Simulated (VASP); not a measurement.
**BP: vibrations by perturbation theory with PBEsol**

The system is BP.

```
B P
1.0
     0.00000    2.25571    2.25571
     2.25571    0.00000    2.25571
     2.25571    2.25571    0.00000
B P
1 1
Cartesian
  0.0000 0.0000 0.0000
  3.3836 3.3836 3.3836
```

| Quantity | Value |
| --- | --- |
| Program | VASP 6.6.1 |
| Task | vibrations by perturbation theory |
| Functional | PBEsol |
| Potentials or basis | VASP PAW PBE potentials, release 64 (B, P) |
| Cutoff | 520 eV |
| k mesh | 10 × 10 × 10 |
| Occupations | gaussian, width 0.01 eV |
| Spin | no spin polarisation |
| Dipole correction | no |
| Further INCAR settings | ALGO = Normal; EDIFF = 1e-08; IBRION = 8; NSW = 1 |

```json
{
  "Electronic dielectric tensor (diagonal)": "9.43",
  "Born charges (mean of the diagonal)": "B -0.56; P +0.56 e",
  "Highest phonon frequency at Γ, LO-TO splitting left out": "816 cm⁻¹"
}
```

Phonon frequencies in cm⁻¹ (negative: imaginary):
| q point | frequencies |
| --- | --- |
| (0.000, 0.000, 0.000) | 0 0 0 816 816 816 |

Electronic dielectric tensor:
```
9.43 0.00 0.00
0.00 9.43 0.00
0.00 0.00 9.43
```

Born effective charge tensors (e):
atom 1, B
```
-0.56  0.00  0.00
 0.00 -0.56  0.00
 0.00  0.00 -0.56
```
atom 2, P
```
0.56 0.00 0.00
0.00 0.56 0.00
0.00 0.00 0.56
```

It took 4 min on 1 thread of Intel(R) Xeon(R) Platinum 8259CL CPU @ 2.50GHz (Skylake/Cascade Lake), on a shared host, peak memory 0.2 GiB.

Caveat: the cell wasn't relaxed at this level first, which shifts response properties.
